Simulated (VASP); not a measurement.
Write the native input for VASP 6.6.1 that does the following.

```yaml
Task: single point
Functional: PBE
Potentials_or_basis: VASP PAW PBE potentials, release 64 (Hf_pv, O)
Cutoff: 520 eV
k_mesh: 6 × 6 × 6
Occupations: gaussian, width 0.05 eV
Spin: no spin polarisation
Dipole_correction: no
Further_INCAR_settings: ALGO = Normal; EDIFF = 1e-06; NBANDS = 31
```

The structure of HfO2 lies in POSCAR:

```
HfO2
1.0
    0.0000000000     -2.5489194559     -2.5489194559
    0.0000000000      2.5489194559     -2.5489194559
    5.0978389119      0.0000000000      0.0000000000
Hf O
2 4
Direct
    0.5051394327      0.4948605673      0.5000000000
   -0.0051394327      0.0051394327      0.0000000000
    0.0000374893      0.5000374893      0.6807942040
    0.4999625107     -0.0000374893      0.3192057960
    0.0000374893      0.5000374893      0.1807942040
    0.4999625107     -0.0000374893      0.8192057960
```

This cell differs from its parent crystal: atoms displaced along a vibrational mode.

One way to write it, as run:

INCAR

```
SYSTEM = HfO2
PREC = Accurate
ENCUT = 520
EDIFF = 1E-6
ISMEAR = 0
SIGMA = 0.05
LREAL = .False.
LASPH = .True.
NELM = 100
ALGO = Normal
ISIF = 2
LWAVE = .False.
LCHARG = .True.
GGA = PE
LELF = .True.
LVHAR = .True.
NBANDS = 31
```

KPOINTS

```
regular mesh
0
Gamma
  6 6 6
  0 0 0
```

Potentials or basis: VASP PAW PBE potentials, release 64 (Hf_pv, O).

Command:

```sh
$ cat potpaw_PBE.64/Hf_pv/POTCAR potpaw_PBE.64/O/POTCAR > POTCAR
$ mpirun -np 1 vasp_std > vasp.out
```

It gave:

```
Pressure               : 8.0 GPa
Largest force          : 0.715 eV/Å
Band gap on the k mesh : 4.37 eV (least direct gap 4.48 eV)
```

Caveat: the cell differs from its parent crystal (atoms displaced along a vibrational mode); the cell stands under pressure; spin-orbit coupling is left out, which moves the levels of the heavy elements.

Wall time 51 s on 1 thread of Intel(R) Xeon(R) 6975P-C (Granite Rapids), with other jobs on the host, peak memory 0.25 GiB.
